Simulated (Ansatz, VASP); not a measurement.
**Ca2Se in VASP and in Ansatz**

```
CELL_PARAMETERS angstrom
-3.01524 3.01524 6.60611
3.01524 -3.01524 6.60611
3.01524 3.01524 -6.60611
ATOMIC_POSITIONS crystal
Ca 0.00000 0.00000 0.00000
Ca 0.25000 0.75000 0.50000
Ca 0.95133 0.45133 0.50000
Ca 0.54867 0.04867 0.50000
Se 0.50000 0.50000 0.00000
Se 0.75000 0.25000 0.50000
```

Alike in both runs: functional PBE; k mesh 4 × 4 × 4; occupations gaussian, width 0.1 eV; no spin polarisation.

Ansatz relaxed the structure, and its values are those at the end. VASP's run is a single point on that final structure, the one shown.

```csv
,VASP,Ansatz
version,VASP 6.6.1,Ansatz 0.2.0
potentials or method,"VASP PAW PBE potentials, release 64 (Ca_sv, Se), cutoff 520 eV","scalar-relativistic, plane waves, PAW"
valence electrons in the cell,52,72
```

Ansatz gave:

```
gap on the k mesh at the Fermi level (eV) : none
pressure (GPa)                            : 0.0
rms of the force components (eV/Å)        : 0.010
```

Problem. Estimate VASP's values.

Solution. gap on the k mesh at the Fermi level (eV): none; pressure (GPa): 0.0; rms of the force components (eV/Å): 0.004.

A gap of «none» marks a metal or a gap that the smearing closes. VASP's potentials hold 52 valence electrons a cell and Ansatz's 72, so a difference there can come from the potentials and not from the codes.

The k mesh is coarse, so the values compare programs but aren't converged.
